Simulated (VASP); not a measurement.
A run of VASP 6.6.1 is set up as follows.

File INCAR:

```
SYSTEM = CdSe
PREC = Accurate
ENCUT = 520
EDIFF = 1E-6
ISMEAR = -1
SIGMA = 0.05
LREAL = .FALSE.
LASPH = .TRUE.
NELM = 80
ALGO = Normal
ISIF = 2
LWAVE = .FALSE.
LCHARG = .TRUE.
GGA = CA
LELF = .TRUE.
LVHAR = .TRUE.
NBANDS = 26
```

Contents of KPOINTS:

```
regular mesh
0
G
  7 7 4
  0 0 0
```

File POSCAR:

```
CdSe
1.0
    4.2122202675      0.0000000000      0.0000000000
   -2.1061101337      3.6478897580      0.0000000000
    0.0000000000      0.0000000000      6.8766944832
Cd Se
2 2
Direct
    0.6666666667      0.3333333333      0.5000000000
    0.3333333333      0.6666666667      0.0000000000
    0.6666666667      0.3333333333      0.8850000000
    0.3333333333      0.6666666667      0.3850000000
```

Potentials or basis: VASP PAW LDA potentials, release 64 (Cd, Se).

Command:

```sh
$ cat potpaw_LDA.64/Cd/POTCAR potpaw_LDA.64/Se/POTCAR > POTCAR
$ mpirun -np 1 vasp_std > vasp.out
```

Q: Predict the pressure.

A: 2.3 GPa.

Q: What does it give for the largest force?

A: 0.335 eV/Å.

Q: Predict the band gap on the k mesh.

A: 0.59 eV, direct.

Forces on the atoms (eV/Å):
```
Cd   0.000  0.000  0.335
Cd   0.000  0.000  0.335
Se   0.000  0.000 -0.335
Se   0.000  0.000 -0.335
```
